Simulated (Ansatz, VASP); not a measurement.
One calculation of K, two programs

INCAR

```
SYSTEM = K
PREC = Accurate
ENCUT = 400
EDIFF = 1E-8
ISMEAR = -1
SIGMA = 0.05
LREAL = .False.
LASPH = .True.
NELM = 120
ALGO = Normal
ISIF = 2
LWAVE = .False.
LCHARG = .False.
GGA = PS
LEFG = .True.
NBANDS = 10
GGA_COMPAT = .False.
```

The input KPOINTS:

```
Automatic mesh
0
Gamma
  10 10 10
  0 0 0
```

POSCAR

```
K
1.0
   -2.6611005540      2.6611005540      2.6611005540
    2.6611005540     -2.6611005540      2.6611005540
    2.6611005540      2.6611005540     -2.6611005540
K
1
Direct
    0.0000000000      0.0000000000      0.0000000000
```

Input for Ansatz:

```yaml
crystal:
  lattice:
    - [-2.661100554, 2.661100554, 2.661100554]
    - [2.661100554, -2.661100554, 2.661100554]
    - [2.661100554, 2.661100554, -2.661100554]
  atoms:
    - { symbol: K, position: [0.0, 0.0, 0.0] }
kpoints:
  mp_grid: { grid: [10, 10, 10] }
scf:
  occupations: { method: fermi_dirac, width: 0.05 }
hamiltonian:
  xc: pbesol
  pseudopotentials: { kind: paw }
output:
  forces: true
  stress: true
  eigenvalues: true
  efg: { contact_densities: true }
  write_density: true
  write_potential: true
  elf: true
  volumetric_format: npy
```

Change from the starting cell: volume scaled by 0.96, PAW files.

Alike in both runs: task electric field gradients; functional PBEsol; k mesh 10 × 10 × 10; occupations fermi-dirac, width 0.05 eV; no spin polarisation.

|  | VASP | Ansatz |
| --- | --- | --- |
| version | VASP 6.6.1 | Ansatz 0.2.0 |
| potentials or method | VASP PAW PBE potentials, release 64 (K_sv) | PAW with Ansatz's default frozen-core files, scalar-relativistic |
| plane-wave cutoff (eV) | 400 | 420 |
| valence electrons in the cell | 9 | 9 |

|  | VASP | Ansatz | Ansatz less VASP |
| --- | --- | --- | --- |
| pressure (GPa) | -0.2 | -0.2 | +0.01 |

VASP's potentials were made for PBE, not for PBEsol. With one functional, cell and mesh, what is left measures potentials, basis and numerics.
